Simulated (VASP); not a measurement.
# In (P6_3/mmc) in VASP: notebook

In is run at these levels: PBE; tasks: single point.

Everything below comes from runs of VASP 6.6.1. Logs are shortened: lines on timing, memory, paths and dates and some standing lists are left out, and cuts for length are marked.

## Step 1: The cell of the first run

The structure is hexagonal, space group P6_3/mmc (No. 194). The conventional cell has a = 3.354 Å, b = 3.354 Å, c = 5.451 Å, α = 90.00°, β = 90.00°, γ = 120.00°. In (site symmetry -6m2) has 12 In at 3.34 to 3.35 Å within 4.4 Å.

## Step 2: Single point, PBE (volume scaled by 0.96)

Input file INCAR:

```
ALGO = Normal
EDIFF = 1E-7
ENCUT = 520
GGA = PE
ISIF = 2
ISMEAR = -1
LASPH = True
LCHARG = False
LREAL = False
LWAVE = False
NBANDS = 20
NELM = 100
PREC = Accurate
SIGMA = 0.1
```

Input file KPOINTS:

```
k-points
0
Gamma
  12 12 7
```

Input file POSCAR:

```
In
1.0
    3.3541123215      0.0000000000      0.0000000000
   -1.6770561607      2.9047464776      0.0000000000
    0.0000000000      0.0000000000      5.4513281595
In
2
Direct
    0.3333333333      0.6666666667      0.2500000000
    0.6666666667      0.3333333333      0.7500000000
```

Potentials or basis: VASP PAW PBE potentials, release 64 (In_d).

Launch:

```
$ cat potpaw_PBE.64/In_d/POTCAR > POTCAR
$ mpirun -np 1 vasp_std > vasp.out
```

OUTCAR:

```text
EDIFF = 1E-7
   ENCUT = 520
   GGA = PE
   ISIF = 2
   ISMEAR = -1
   LASPH = True
   LREAL = False
   NELM = 100
   PREC = Accurate

 ion  position               nearest neighbor table
   1  0.333  0.667  0.250-   2 3.34   2 3.34   2 3.34   2 3.34   2 3.34   2 3.34
   2  0.667  0.333  0.750-   1 3.34   1 3.34   1 3.34   1 3.34   1 3.34   1 3.34

  LATTYP: Found a hexagonal cell.
 ALAT       =     3.3541123215
 C/A-ratio  =     1.6252670266

  Lattice vectors:

 A1 = (   3.3541123215,   0.0000000000,   0.0000000000)
 A2 = (  -1.6770561607,   2.9047464776,   0.0000000000)
 A3 = (   0.0000000000,   0.0000000000,   5.4513281595)

Analysis of symmetry for initial positions (statically):
=====================================================================
 Subroutine PRICEL returns:
 Original cell was already a primitive cell.

 Routine SETGRP: Setting up the symmetry group for a
 hexagonal supercell.

 Subroutine GETGRP returns: Found 24 space group operations
 (whereof 12 operations were pure point group operations)
 out of a pool of 24 trial point group operations.

The static configuration has the point symmetry D_3d.
 The point group associated with its full space group is D_6h.

Analysis of symmetry for dynamics (positions and initial velocities):
=====================================================================
 Subroutine PRICEL returns:
 Original cell was already a primitive cell.

 Routine SETGRP: Setting up the symmetry group for a
 hexagonal supercell.

 Subroutine GETGRP returns: Found 24 space group operations
 (whereof 12 operations were pure point group operations)
 out of a pool of 24 trial point group operations.

The dynamic configuration has the point symmetry D_3d.
 The point group associated with its full space group is D_6h.

 Subroutine INISYM returns: Found 24 space group operations
 (whereof 12 operations are pure point group operations),
 and found     1 'primitive' translations

----------------------------------------------------------------------------------------

                                     Primitive cell

  volume of cell :      53.1115

  direct lattice vectors                    reciprocal lattice vectors
     3.354112322  0.000000000  0.000000000     0.298141477  0.172132062  0.000000000
    -1.677056161  2.904746478  0.000000000     0.000000000  0.344264123  0.000000000
     0.000000000  0.000000000  5.451328160     0.000000000  0.000000000  0.183441534

  length of vectors
     3.354112322  3.354112322  5.451328160     0.344264123  0.344264123  0.183441534

  position of ions in fractional coordinates (direct lattice)
     0.333333333  0.666666667  0.250000000
     0.666666667  0.333333333  0.750000000

  ion indices of the primitive-cell ions
   primitive index   ion index
                 1           1
                 2           2

----------------------------------------------------------------------------------------

 KPOINTS: k-points

Automatic generation of k-mesh.
 Grid dimensions read from file:
 generate k-points for:   12   12    7

 Generating k-lattice:

  Cartesian coordinates                     Fractional coordinates (reciprocal lattice)
     0.024845123  0.014344338  0.000000000     0.083333333  0.000000000  0.000000000
     0.000000000  0.028688677  0.000000000     0.000000000  0.083333333  0.000000000
     0.000000000  0.000000000  0.026205933     0.000000000  0.000000000  0.142857143

  Length of vectors
     0.028688677  0.028688677  0.026205933

  Shift w.r.t. Gamma in fractional coordinates (k-lattice)
     0.000000000  0.000000000  0.000000000

 Subroutine IBZKPT returns following result:
 ===========================================

 Found     76 irreducible k-points:

 Following reciprocal coordinates:
            Coordinates               Weight
  0.000000  0.000000  0.000000      1.000000
  0.083333 -0.000000  0.000000      6.000000
  0.166667 -0.000000  0.000000      6.000000
  0.250000 -0.000000  0.000000      6.000000
  0.333333  0.000000  0.000000      6.000000
  0.416667 -0.000000  0.000000      6.000000
[... 16 lines left out ...]
  0.250000 -0.000000  0.142857     12.000000
  0.333333  0.000000  0.142857     12.000000
 [... further k-points ...]
   k-points           NKPTS =     76   k-points in BZ     NKDIM =     76   number of bands    NBANDS=     20
   number of dos      NEDOS =    301   number of ions     NIONS =      2
   total plane-waves  NPLWV =  32928
   dimension x,y,z NGX =    28 NGY =   28 NGZ =   42
   dimension x,y,z NGXF=    56 NGYF=   56 NGZF=   84
   ions per type =               2
   NGX,Y,Z   is equivalent  to a cutoff of  13.88, 13.88, 12.81 a.u.
   NGXF,Y,Z  is equivalent  to a cutoff of  27.76, 27.76, 25.62 a.u.
 SYSTEM =  unknown system
   PREC   = accura    normal or accurate (medium, high low for compatibility)
   ISTART =      0    job   : 0-new  1-cont  2-samecut
   ICHARG =      2    charge: 1-file 2-atom 10-const
   ISPIN  =      1    spin polarized calculation?
   LNONCOLLINEAR =      F non collinear calculations
   LSORBIT =      F    spin-orbit coupling
   LASPH  =      T    aspherical Exc in radial PAW
   ENCUT  =  520.0 eV  38.22 Ry    6.18 a.u.   6.24  6.24 10.14*2*pi/ulx,y,z
   NELM   =    100;   NELMIN=  2; NELMDL= -5     # of ELM steps
   EDIFF  = 0.1E-06   stopping-criterion for ELM
   LREAL  =      F    real-space projection
   EDIFFG = 0.1E-05   stopping-criterion for IOM
   NSW    =      0    number of steps for IOM
   IBRION =     -1    ionic relax: 0-MD 1-quasi-New 2-CG
   NFREE  =      0    steps in history (QN), initial steepest desc. (CG)
   ISIF   =      2    stress and relaxation
   ISYM   =      2    0-nonsym 1-usesym 2-fastsym
   POTIM  = 0.5000    time-step for ionic-motion
   TEBEG  =    0.0;   TEEND  =   0.0 temperature during run
   PSTRESS=    0.0 pullay stress
   NELECT =      26.0000    total number of electrons
   NUPDOWN=      -1.0000    fix difference up-down
   EMIN   =  10.00;   EMAX   =-10.00  energy-range for DOS
   EFERMI =   0.00;   METHOD = LEGACY
   ISMEAR =    -1;   SIGMA  =   0.10  broadening in eV -4-tet -1-fermi 0-gaus
   EFERMI_NEDOS =   21; number of points for ismear=-14 and -15
   IALGO  =     38    algorithm
   IMIX   =      4    mixing-type and parameters
     AMIX     =   0.40;   BMIX     =  1.00
     AMIX_MAG =   1.60;   BMIX_MAG =  1.00
  volume/ion in A,a.u.               =      26.56       179.21
  Fermi-wavevector in a.u.,A,eV,Ry     =   1.290238  2.438197 22.649817  1.664715
  Thomas-Fermi vector in A             =   2.422082
   LORBIT       =      0    0 simple, 1 ext, 2 COOP (PROOUT), +10 PAW based schemes
   GGA     = PE    functional components
   LHFCALC =     F    Hartree Fock is set to
   AEXX    =    0.0000 exact exchange contribution
   IVDW    =     0    specifies the selected vdW correction
   LEPSILON=     F    determine dielectric tensor
   LRPA    =     F    only Hartree local field effects (RPA)
 non-spin polarized calculation
  energy-cutoff  :      520.00
  volume of cell :       53.11
 maximum number of plane-waves:      1454
 NGX is ok and might be reduce to    28
   NGX = 13   NGY = 13   NGZ = 21

 number of electron      26.0000000 magnetization

 Free energy of the ion-electron system (eV)
  ---------------------------------------------------
  ext. energy  EPLUGINS =         0.00000000
  ---------------------------------------------------
  free energy    TOTEN  =        -5.11352001 eV

  energy without entropy =       -5.08563939  energy(sigma->0) =       -5.09957970

 E-fermi :   7.3770     XC(G=0): -10.1834

 val. band max:        7.2708278988   @ k =   0.0000   0.0000   0.2857
 cond. band min:       7.3817809461   @ k =   0.3333   0.3333   0.4286
 fundamental gap:      0.1109530473
 Fermi energy:         7.3769799654

 k-point     1 :       0.0000    0.0000    0.0000
  band No.  band energies     occupation
      1      -7.3256      2.00000
      2      -7.2607      2.00000
      3      -7.2362      2.00000
      4      -7.2362      2.00000
      5      -7.2081      2.00000
      6      -7.2081      2.00000
[... 12 lines left out ...]
     19      18.1267      0.00000
     20      18.5520      0.00000

 k-point     2 :       0.0833   -0.0000    0.0000
  band No.  band energies     occupation
      1      -7.3181      2.00000
      2      -7.2686      2.00000
      3      -7.2219      2.00000
      4      -7.2176      2.00000
      5      -7.2060      2.00000
      6      -7.1905      2.00000
[... 12 lines left out ...]
     19      18.5184      0.00000
     20      19.1629      0.00000

 k-point     3 :       0.1667   -0.0000    0.0000
  band No.  band energies     occupation
      1      -7.3299      2.00000
      2      -7.2572      2.00000
      3      -7.2166      2.00000
      4      -7.1964      2.00000
      5      -7.1843      2.00000
      6      -7.1689      2.00000
[... 12 lines left out ...]
     19      17.8342      0.00000
     20      19.1341      0.00000

 k-point     4 :       0.2500   -0.0000    0.0000
  band No.  band energies     occupation
      1      -7.3688      2.00000
      2      -7.2485      2.00000
      3      -7.2421      2.00000
      4      -7.2093      2.00000
      5      -7.1966      2.00000
      6      -7.1048      2.00000
[... 12 lines left out ...]
     19      17.0688      0.00000
     20      18.6214      0.00000

 k-point     5 :       0.3333    0.0000    0.0000
  band No.  band energies     occupation
      1      -7.4088      2.00000
      2      -7.2928      2.00000
      3      -7.2652      2.00000
      4      -7.2326      2.00000
      5      -7.1552      2.00000
      6      -7.0988      2.00000
[... 12 lines left out ...]
     19      16.3283      0.00000
     20      18.0001      0.00000
[... 353 lines left out ...]
      6      -7.1965      2.00000
[... 12 lines left out ...]
     19      17.9691      0.00000
     20      18.9714      0.00000

 k-point    22 :       0.1667   -0.0000    0.1429
  band No.  band energies     occupation
      1      -7.3271      2.00000
      2      -7.2567      2.00000
      3      -7.2362      2.00000
      4      -7.2046      2.00000
      5      -7.1988      2.00000
      6      -7.1478      2.00000
[... 12 lines left out ...]
     19      17.3535      0.00000
     20      18.8574      0.00000

 k-point    23 :       0.2500   -0.0000    0.1429
  band No.  band energies     occupation
      1      -7.3643      2.00000
      2      -7.2650      2.00000
      3      -7.2514      2.00000
      4      -7.2027      2.00000
      5      -7.1813      2.00000
      6      -7.1141      2.00000
[... 12 lines left out ...]
     19      16.5570      0.00000
     20      18.0888      0.00000

 k-point    24 :       0.3333    0.0000    0.1429
  band No.  band energies     occupation
      1      -7.4023      2.00000
      2      -7.3079      2.00000
      3      -7.2685      2.00000
      4      -7.2208      2.00000
      5      -7.1505      2.00000
      6      -7.1181      2.00000
[... 12 lines left out ...]
     19      15.8399      0.00000
     20      17.5491      0.00000

 [... further k-points ...]
[... 5 lines left out ...]
  --------------------------------------------------------------------------------------
  -------------------------------------------------------------------------------------
  Total        0.5862407      0.5862407      0.3563957      0.0000000      0.0000000      0.0000000
  in kB       17.6847280     17.6847280     10.7511476      0.0000000      0.0000000      0.0000000
  external PRESSURE =      15.3735346 kB  Pullay stress =       0.0000000 kB

 VOLUME and BASIS-vectors are now :
 -----------------------------------------------------------------------------
  energy-cutoff  :      520.00
  volume of cell :       53.11
      direct lattice vectors                 reciprocal lattice vectors
     3.354112322  0.000000000  0.000000000     0.298141477  0.172132062  0.000000000
    -1.677056161  2.904746478  0.000000000     0.000000000  0.344264123  0.000000000
     0.000000000  0.000000000  5.451328160     0.000000000  0.000000000  0.183441534

 POSITION                                       TOTAL-FORCE (eV/Angst)
 -----------------------------------------------------------------------------------
     -0.00000      1.93650      1.36283        -0.000000      0.000000      0.000000
      1.67706      0.96825      4.08850         0.000000      0.000000      0.000000
 -----------------------------------------------------------------------------------
    total drift:                               -0.000000      0.000000     -0.000000

  FREE ENERGIE OF THE ION-ELECTRON SYSTEM (eV)
  ---------------------------------------------------
  free  energy   TOTEN  =        -5.1135200082 eV

  energy  without entropy=       -5.0856393889  energy(sigma->0) =       -5.09957970
```

Wall time 33 s (1 thread of Intel Xeon 6975P-C (Granite Rapids), shared host); peak memory 0.2 GiB.

Results:

| Item | Value |
| --- | --- |
| Free energy | -5.1135 eV |
| Pressure | 1.5 GPa |
| Band gap on the k mesh | zero (band 13 reaches 10.08 eV, above the bottom of band 14 at 5.15 eV) |

Stress tensor (GPa, compression positive):
```
1.77 0.00 0.00
0.00 1.77 0.00
0.00 0.00 1.08
```

Caveat: the cell differs from its parent crystal (volume scaled by 0.96); spin-orbit coupling is left out, which moves the levels of the heavy elements.

## Step 3: Single point, PBE

This run uses another cell than the first one, of 27.66 Å³/atom, 1.042 times its volume.

Input file INCAR:

```
PREC = Accurate ; ENCUT = 520
EDIFF = 1E-7 ; ISMEAR = -1
SIGMA = 0.1 ; LREAL = False
LASPH = True ; NELM = 80
ALGO = Normal ; ISIF = 2
LWAVE = False ; LCHARG = False
GGA = PE ; NBANDS = 20
```

Input file KPOINTS:

```
Automatic mesh
0
Gamma
  12 12 7
```

Input file POSCAR:

```
In
1.0
    3.4000647759      0.0000000000      0.0000000000
   -1.7000323879      2.9445424705      0.0000000000
    0.0000000000      0.0000000000      5.5260131684
In
2
Direct
    0.3333333333      0.6666666667      0.2500000000
    0.6666666667      0.3333333333      0.7500000000
```

Potentials or basis: VASP PAW PBE potentials, release 64 (In_d).

Launch:

```
$ cat potpaw_PBE.64/In_d/POTCAR > POTCAR
$ mpirun -np 1 vasp_std > vasp.out
```

It took 34 s on 1 thread of Intel Xeon 6975P-C (Granite Rapids), shared host; peak memory 0.21 GiB.

It converged, with:

* Free energy: -5.1245 eV
* Pressure: 0.0 GPa
* Band gap on the k mesh: zero (band 13 reaches 9.51 eV, above the bottom of band 14 at 4.80 eV)

Stress tensor (GPa, compression positive):
```
 0.21  0.00  0.00
 0.00  0.21  0.00
 0.00  0.00 -0.45
```

Levels at points of the mesh, in eV from the Fermi level:
| k point | band 11 | band 12 | band 13 | band 14 | band 15 | band 16 |
| --- | --- | --- | --- | --- | --- | --- |
| (0.00, 0.00, 0.00) | -9.19 | -4.26 | -3.14 | 7.88 | 7.88 | 9.67 |
| (0.50, 0.00, 0.00) | -4.82 | -4.03 | 0.06 | 0.43 | 0.91 | 2.88 |

Caveat: spin-orbit coupling is left out, which moves the levels of the heavy elements.

## Step 4: Single point, PBE (volume scaled by 1.04)

Input file INCAR:

```
ALGO = Normal ; EDIFF = 1E-6
ENCUT = 520 ; GGA = PE
ISIF = 2 ; ISMEAR = -1
LASPH = T ; LCHARG = F
LREAL = F ; LWAVE = F
NBANDS = 20 ; NELM = 80
PREC = Accurate ; SIGMA = 0.1
```

Input file KPOINTS:

```
k-points
0
Gamma
  12 12 7
```

Input file POSCAR:

```
In
1.0
    3.4448076013      0.0000000000      0.0000000000
   -1.7224038006      2.9832908939      0.0000000000
    0.0000000000      0.0000000000      5.5987322072
In
2
Direct
    0.3333333333      0.6666666667      0.2500000000
    0.6666666667      0.3333333333      0.7500000000
```

Launch:

```
$ cat potpaw_PBE.64/In_d/POTCAR > POTCAR
$ mpirun -np 1 vasp_std > vasp.out
```

It took 30 s on 1 thread of Intel Xeon 6975P-C (Granite Rapids), shared host; peak memory 0.21 GiB.

The run converged. Its results:

| Property | Result |
| --- | --- |
| Free energy | -5.1167 eV |
| Pressure | -1.2 GPa |
| Band gap on the k mesh | zero (band 13 reaches 8.99 eV, above the bottom of band 14 at 4.48 eV) |

Stress tensor (GPa, compression positive):
```
-1.01  0.00  0.00
 0.00 -1.01  0.00
 0.00  0.00 -1.64
```

Levels at points of the mesh, in eV from the Fermi level:
```
           k point  band 9  band 10  band 11  band 12  band 13  band 14  band 15  band 16  band 17  band 18
(0.00, 0.00, 0.00)  -14.32   -14.32    -8.93    -4.24    -2.98     7.62     7.62     9.36     9.36     9.95
(0.50, 0.00, 0.00)  -14.30   -14.30    -4.75    -3.91    -0.05     0.43     0.93     2.85     3.78     7.05
```

Caveat: the cell differs from its parent crystal (volume scaled by 1.04); spin-orbit coupling is left out, which moves the levels of the heavy elements.

## Step 5: The runs side by side

| cell | gap on the mesh (eV) | pressure (GPa) |
| --- | --- | --- |
| a = 3.354, b = 3.354, c = 5.451 Å, angles 90.0, 90.0, 120.0°, 2 atoms | none | 1.5 |
| a = 3.400, b = 3.400, c = 5.526 Å, angles 90.0, 90.0, 120.0°, 2 atoms | none | 0.0 |
| a = 3.445, b = 3.445, c = 5.599 Å, angles 90.0, 90.0, 120.0°, 2 atoms | none | -1.2 |

Alike in all rows: task single point; level PBE; potentials or basis VASP PAW PBE potentials, release 64 (In_d); no spin polarisation; k mesh 12 × 12 × 7; cutoff (eV) 520; smearing fermi-dirac 0.1 eV.

Caveats: spin-orbit coupling is left out, which moves the levels of the heavy elements.

Total energies depend on the potentials used, so only differences within one code and one set of settings carry meaning.
